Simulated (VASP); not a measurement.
A run of VASP 6.6.1 is set up as follows.

Contents of INCAR:

```
SYSTEM = Ba
PREC     = Accurate       ! precision mode
ENCUT    = 520            ! plane-wave cutoff, eV
EDIFF    = 1E-6           ! SCF threshold, eV
ISMEAR   = 0              ! smearing method
SIGMA    = 0.1            ! smearing width, eV
LREAL    = .False.        ! projectors in reciprocal space
LASPH    = .True.         ! aspherical terms in the spheres
NELM     = 60             ! most SCF steps
ALGO     = Fast           ! electronic algorithm
ISIF     = 2              ! what is computed and relaxed
LWAVE    = .False.        ! write WAVECAR
LCHARG   = .True.         ! write CHGCAR
GGA      = PE             ! functional
LELF     = .True.         ! ELF
LVHAR    = .True.       
NBANDS   = 17             ! bands
```

KPOINTS

```
regular mesh
0
Gamma
  12 12 8
  0 0 0
```

POSCAR

```
Ba
1.0
    4.3223142228      0.0000000000      0.0000000000
   -2.1611571114      3.7432339201      0.0000000000
    0.0000000000      0.0000000000      7.1276339653
Ba
2
Direct
    0.3333333333      0.6666666667      0.7500000000
    0.6666666667      0.3333333333      0.2500000000
```

Potentials or basis: VASP PAW PBE potentials, release 64 (Ba_sv).

Command:

```console
$ cat potpaw_PBE.64/Ba_sv/POTCAR > POTCAR
$ mpirun -np 1 vasp_std > vasp.out
```

Task: Estimate the band gap on the k mesh.

Result: Zero (band 10 reaches 2.19 eV, above the bottom of band 11 at 1.70 eV).

Task: Estimate the pressure.

Result: 1.0 GPa.

Stress tensor (GPa, compression positive):
```
1.02 0.00 0.00
0.00 1.02 0.00
0.00 0.00 0.87
```

Caveat: spin-orbit coupling is left out, which moves the levels of the heavy elements.
